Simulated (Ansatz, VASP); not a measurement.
# One calculation of Sb, two programs

POSCAR

```
Sb
1.0
    3.3545324186      0.0000000000      0.0000000000
   -1.6772662093      2.9051102923      0.0000000000
    0.0000000000      0.0000000000      5.4701606500
Sb
2
Direct
    0.6666666667      0.3333333333      0.7500000000
    0.3333333333      0.6666666667      0.2500000000
```

The input INCAR.step1:

```
SYSTEM = Sb
ALGO = Normal
EDIFF = 1E-5
ENCUT = 520
GGA = PE
ISIF = 2
ISMEAR = -1
LASPH = .True.
LREAL = .False.
LWAVE = .True.
NBANDS = 12
NELM = 100
PREC = Accurate
SIGMA = 0.05
```

The input INCAR.step2:

```
SYSTEM = Sb
AEXX = 0.5
ALGO = Normal
EDIFF = 1E-7
ENCUT = 520
GGA = PE
HFSCREEN = 0.2
ISIF = 2
ISMEAR = -1
ISTART = 1
LASPH = .True.
LCHARG = .True.
LELF = .True.
LHFCALC = .True.
LREAL = .False.
LVHAR = .True.
LWAVE = .False.
NBANDS = 12
NELM = 100
PREC = Accurate
PRECFOCK = Normal
SIGMA = 0.05
```

File KPOINTS:

```
k-points
0
Gamma
  5 5 3
  0 0 0
```

input.yaml

```yaml
crystal:
  lattice:
    - [3.3545324186, 0.0, 0.0]
    - [-1.6772662093, 2.9051102923, 0.0]
    - [0.0, 0.0, 5.47016065]
  atoms:
    - { symbol: Sb, position: [0.6666666667, 0.3333333333, 0.75] }
    - { symbol: Sb, position: [0.3333333333, 0.6666666667, 0.25] }
hamiltonian:
  xc: { exchange: pbe, correlation: pbe, exx: { coeff: 0.5, omega: 0.2 } }
  pseudopotentials: { kind: paw }
kpoints:
  mp_grid: { grid: [5, 5, 3] }
scf:
  occupations: { method: fermi_dirac, width: 0.05 }
output:
  forces: true
  stress: true
  eigenvalues: true
  write_density: true
  write_potential: true
  elf: true
  volumetric_format: npy
```

Alike in both runs: task single point; functional PBE-based screened hybrid; k mesh 5 × 5 × 3; occupations fermi-dirac, width 0.05 eV; no spin polarisation.

|  | VASP | Ansatz |
| --- | --- | --- |
| version | VASP 6.6.1 | Ansatz 0.2.0 |
| potentials or method | VASP PAW PBE potentials, release 64 (Sb) | Ansatz PAW |
| plane-wave cutoff (eV) | 520 | 420 |
| valence electrons in the cell | 10 | 30 |

```csv
,VASP,Ansatz,Ansatz less VASP
gap on the k mesh at the Fermi level (eV),none,none,-
pressure (GPa),-7.7,-4.1,+3.60
"traceless stress, the component that is largest in VASP (GPa)",3.91,4.08,+0.171
```

VASP's potentials were made for PBE, not for PBE-based screened hybrid. A gap of «none» marks a metal or a gap that the smearing closes. VASP's potentials hold 10 valence electrons a cell and Ansatz's 30, so a difference there can come from the potentials and not from the codes.

The k mesh is coarse, so the values compare programs but aren't converged. Neither program's run includes spin-orbit coupling.
